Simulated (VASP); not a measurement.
Input of a VASP 6.6.1 run:

File INCAR:

```
  ALGO = Normal
  EDIFF = 1E-6
  ENCUT = 520
  GGA = PE
  ISIF = 2
  ISMEAR = 0
  LASPH = T
  LCHARG = F
  LREAL = Auto
  LWAVE = F
  NBANDS = 78
  NELM = 80
  PREC = Accurate
  SIGMA = 0.02
```

File KPOINTS:

```
k-points
0
Gamma
  3 3 3
```

Contents of POSCAR:

```
In6GaP8
1.0
    0.0000000000      5.9597880294     -5.9597880294
   -5.9597880294      0.0000000000     -5.9597880294
   -5.9597880294      5.9597880294      0.0000000000
Ga In P
1 6 8
Direct
    0.2706356320     -0.0435445017      0.4564556636
    0.5320752994      0.4699866818      0.4953770143
   -0.0486797515      0.5422481444      0.5064222058
    0.5320752994     -0.0046229832     -0.0300133158
   -0.0486797515      1.0064222033      0.0422481469
    0.4728536462      0.5027770258      0.0027770283
    0.0109832765      0.4879230579     -0.0120769396
    0.5619117632      0.1192614564      0.1799909652
    0.1503397429      0.1075959408      0.1211460871
    0.6338094545      0.6114141949      0.1114141974
    0.0973456601      0.6324059650      0.1324059675
    0.7699512931      0.1116496924      0.6116496899
   -0.0218731773      0.1553460451      0.6553460426
    0.5619117632      0.6799909628      0.6192614539
    0.1503397429      0.6211460847      0.6075959383
```

Potentials or basis: VASP PAW PBE potentials, release 64 (Ga_d, In_d, P).

Run with:

```bash
$ cat potpaw_PBE.64/Ga_d/POTCAR potpaw_PBE.64/In_d/POTCAR potpaw_PBE.64/P/POTCAR > POTCAR
$ mpirun -np 1 vasp_std > vasp.out
```

(1) What does it give for the largest force?

(2) Estimate the pressure.

Results:

(1) 0.024 eV/Å.

(2) -3.7 GPa.

Caveat: spin-orbit coupling is left out, which moves the levels of the heavy elements.
